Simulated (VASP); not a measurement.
Input of a VASP 6.6.1 run:

The input INCAR:

```
SYSTEM = Cd
  PREC = Accurate
  ENCUT = 520
  EDIFF = 1E-6
  ISMEAR = -1
  SIGMA = 0.1
  LREAL = .False.
  LASPH = .True.
  NELM = 60
  ALGO = Normal
  ISIF = 2
  LWAVE = .False.
  LCHARG = .True.
  GGA = B5
  ALDAX = 1.0
  AGGAX = 1.0
  AGGAC = 1.0
  ALDAC = 0.0
  LELF = .True.
  LVHAR = .True.
  NBANDS = 12
```

Contents of KPOINTS:

```
regular mesh
0
Gamma
  13 13 13
  0 0 0
```

Contents of POSCAR:

```
Cd
1.0
   -1.8716528688      1.8716528688      1.8716528688
    1.8716528688     -1.8716528688      1.8716528688
    1.8716528688      1.8716528688     -1.8716528688
Cd
1
Direct
    0.0000000000      0.0000000000      0.0000000000
```

Potentials or basis: VASP PAW PBE potentials, release 64 (Cd).

Launch:

```bash
$ cat potpaw_PBE.64/Cd/POTCAR > POTCAR
$ mpirun -np 1 vasp_std > vasp.out
```

(1) Estimate the band gap on the k mesh.

(2) What does it give for the pressure?

Answers

(1) zero (band 6 reaches 4.41 eV, above the bottom of band 7 at 0.94 eV).

(2) 1.2 GPa.

Caveat: the PAW data sets were made with another functional, which shifts forces and pressure a little.
